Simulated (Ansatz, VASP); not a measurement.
# KTaO3 in VASP and in Ansatz

Contents of POSCAR:

```
KTaO3
1.0
    3.9895772900      0.0000000000      0.0000000000
    0.0000000000      3.9895772900      0.0000000000
    0.0000000000      0.0000000000      3.9895772900
K Ta O
1 1 3
Direct
    0.5000000000      0.5000000000      0.5000000000
    0.0000000000      0.0000000000      0.0000000000
    0.5000000000      0.0000000000      0.0000000000
    0.0000000000      0.5000000000      0.0000000000
    0.0000000000      0.0000000000      0.5000000000
```

INCAR.step1

```
  PREC = Accurate
  ENCUT = 520
  ISMEAR = -1
  SIGMA = 0.02
  LREAL = False
  LASPH = True
  NELM = 80
  NBANDS = 27
  GGA = PE
  ALGO = Normal
  EDIFF = 1E-4
  LWAVE = True
  LCHARG = False
```

The input INCAR.step2:

```
  PREC = Accurate
  ENCUT = 520
  EDIFF = 1E-6
  ISMEAR = -1
  SIGMA = 0.02
  LREAL = False
  LASPH = True
  NELM = 80
  ALGO = Normal
  ISIF = 2
  LWAVE = False
  LCHARG = False
  METAGGA = R2SCAN
  LMIXTAU = True
  NBANDS = 27
  ISTART = 1
```

The input KPOINTS:

```
Automatic mesh
0
Gamma
  8 8 8
```

Input for Ansatz:

```yaml
crystal:
  lattice:
    - [3.98957729, 0.0, 0.0]
    - [0.0, 3.98957729, 0.0]
    - [0.0, 0.0, 3.98957729]
  atoms:
    - { symbol: K, position: [0.5, 0.5, 0.5] }
    - { symbol: Ta, position: [0.0, 0.0, 0.0] }
    - { symbol: O, position: [0.5, 0.0, 0.0] }
    - { symbol: O, position: [0.0, 0.5, 0.0] }
    - { symbol: O, position: [0.0, 0.0, 0.5] }
  symmetry: { tolerance: 0.0003 }
hamiltonian:
  xc: r2scan
  pseudopotentials: { kind: paw, azcp: { folder: soft_1 } }
basis:
  ecutwfc: 500
magnetization:
  spin_polarized: false
scf:
  occupations: { method: fermi_dirac, width: 0.02 }
kpoints:
  mp_grid: { grid: [8, 8, 8], shift: [0, 0, 0] }
  band_path:
    path:
      - [0.0, 0.0, 0.0]
      - [0.0, 0.5, 0.0]
      - [0.5, 0.5, 0.0]
      - [0.0, 0.0, 0.0]
      - [0.5, 0.5, 0.5]
      - [0.0, 0.5, 0.0]
      - [0.5, 0.5, 0.5]
      - [0.5, 0.5, 0.0]
    npoints: 15
output:
  forces: true
  stress: true
  eigenvalues: true
  bader: true
  populations: true
  elf: true
  write_potential: true
  write_density: true
  volumetric_format: npy
  dos:
    e_range: [-12, 8]
    de: 0.05
    projected: { site_lists: { K: [K], O: [O], Ta: [Ta] } }
```

Alike in both runs: task single point; functional r2SCAN; k mesh 8 × 8 × 8; occupations fermi-dirac, width 0.02 eV; no spin polarisation.

|  | VASP | Ansatz |
| --- | --- | --- |
| version | VASP 6.6.1 | Ansatz 0.2.0 |
| potentials or method | VASP PAW PBE potentials, release 64 (K_sv, Ta_pv, O), cutoff 520 eV | PAW plane waves |
| valence electrons in the cell | 38 | 40 |

|  | VASP | Ansatz | Ansatz less VASP |
| --- | --- | --- | --- |
| gap on the k mesh at the Fermi level (eV) | 2.60 | 2.64 | +0.044 |
| pressure (GPa) | 1.0 | 0.0 | -1.06 |

VASP's potentials were made for PBE, not for r2SCAN. VASP's potentials hold 38 valence electrons a cell and Ansatz's 40, so a difference there can come from the potentials and not from the codes.

Spin-orbit coupling is off throughout.
